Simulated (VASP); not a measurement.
Runs of VASP 6.6.1 on BaTiO3. The structure is that of space group Pm-3m (No. 221), or close to it. The cells are those of the table. 

```tsv
cell	gap on the mesh (eV)	pressure (GPa)
a = 4.019 Å, 5 atoms	(c)	(b)
a = 3.852 Å, 5 atoms	(a)	30.5
a = 3.979 Å, 5 atoms	(d)	7.2
a = 3.937 Å, 5 atoms	1.84	13.8
a = 4.098 Å, 5 atoms	1.60	-6.9
a = 4.149 Å, 5 atoms	1.53	-11.3
```

Alike in all rows: task single point; level PBE; potentials or basis VASP PAW PBE potentials, release 64 (Ba_sv, Ti_sv, O); no spin polarisation; k mesh 8 × 8 × 8; cutoff (eV) 520; smearing gaussian 0.02 eV.

**Question.** Fill in the values left out.

**Answer.** (a) 1.96; (b) 1.7; (c) 1.72; (d) 1.78.

Caveats: spin-orbit coupling is left out, which moves the levels of the heavy elements.

A k mesh can miss the band edges, and the runs leave out spin-orbit coupling on Ba.
